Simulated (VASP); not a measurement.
Wanted: the native input for a VASP 6.6.1 run.

```yaml
Task: density of states
Functional: BLYP
Potentials_or_basis: VASP PAW PBE potentials, release 64 (Ca_sv, F, Li_sv)
Cutoff: 520 eV
k_mesh: 7 × 7 × 7
Occupations: fermi-dirac, width 0.05 eV
Spin: no spin polarisation
Dipole_correction: no
k_mesh_for_the_DOS: 11 × 11 × 11
Occupations_for_the_DOS: tetrahedron
Further_INCAR_settings: ALGO = Normal; EDIFF = 1e-06; NBANDS = 25
```

LiCaF3:

```
Ca F Li
1.0
     3.76124    0.00000    0.00000
     0.00000    3.76124    0.00000
     0.00000    0.00000    3.76124
Ca F Li
1 3 1
Direct
  0.00000 0.00000 0.00000
  0.50000 0.00000 0.50000
  0.50000 0.50000 0.00000
  0.00000 0.50000 0.50000
  0.50000 0.50000 0.50000
```

The input as run:

POSCAR

```
LiCaF3
1.0
    3.7612440000      0.0000000000      0.0000000000
    0.0000000000      3.7612440000      0.0000000000
    0.0000000000      0.0000000000      3.7612440000
Ca F Li
1 3 1
Direct
    0.0000000000      0.0000000000      0.0000000000
    0.5000000000      0.0000000000      0.5000000000
    0.5000000000      0.5000000000      0.0000000000
    0.0000000000      0.5000000000      0.5000000000
    0.5000000000      0.5000000000      0.5000000000
```

INCAR.step1

```
SYSTEM = LiCaF3
  PREC = Accurate
  ENCUT = 520
  EDIFF = 1E-6
  ISMEAR = -1
  SIGMA = 0.05
  LREAL = .False.
  LASPH = .True.
  NELM = 80
  ALGO = Normal
  ISIF = 2
  LWAVE = .False.
  LCHARG = .True.
  GGA = B5
  ALDAX = 1.0
  AGGAX = 1.0
  AGGAC = 1.0
  ALDAC = 0.0
  NBANDS = 25
```

KPOINTS.step1

```
regular mesh
0
Gamma
  7 7 7
  0 0 0
```

INCAR.step2

```
SYSTEM = LiCaF3
  PREC = Accurate
  ENCUT = 520
  EDIFF = 1E-6
  ISMEAR = -5
  SIGMA = 0.05
  LREAL = .False.
  LASPH = .True.
  NELM = 80
  ALGO = Normal
  ISIF = 2
  LWAVE = .False.
  LCHARG = .False.
  GGA = B5
  ALDAX = 1.0
  AGGAX = 1.0
  AGGAC = 1.0
  ALDAC = 0.0
  LORBIT = 10
  NBANDS = 25
  NEDOS = 2001
  ICHARG = 11
```

KPOINTS.step2

```
regular mesh
0
Gamma
  11 11 11
  0 0 0
```

Potentials or basis: VASP PAW PBE potentials, release 64 (Ca_sv, F, Li_sv).

Run with:

```console
$ cat potpaw_PBE.64/Ca_sv/POTCAR potpaw_PBE.64/F/POTCAR potpaw_PBE.64/Li_sv/POTCAR > POTCAR
$ cp INCAR.step1 INCAR
$ cp KPOINTS.step1 KPOINTS
$ mpirun -np 1 vasp_std > vasp.out
$ cp INCAR.step2 INCAR
$ cp KPOINTS.step2 KPOINTS
$ mpirun -np 1 vasp_std > vasp.out
```

It gave:

```json
{
 "Valence electrons inside the program's atomic spheres": "Ca 7.98; F 6.12; Li 2.11"
}
```

It took 36 s on 1 thread of Intel(R) Xeon(R) 6975P-C (Granite Rapids), on a shared host, peak memory 0.19 GiB.
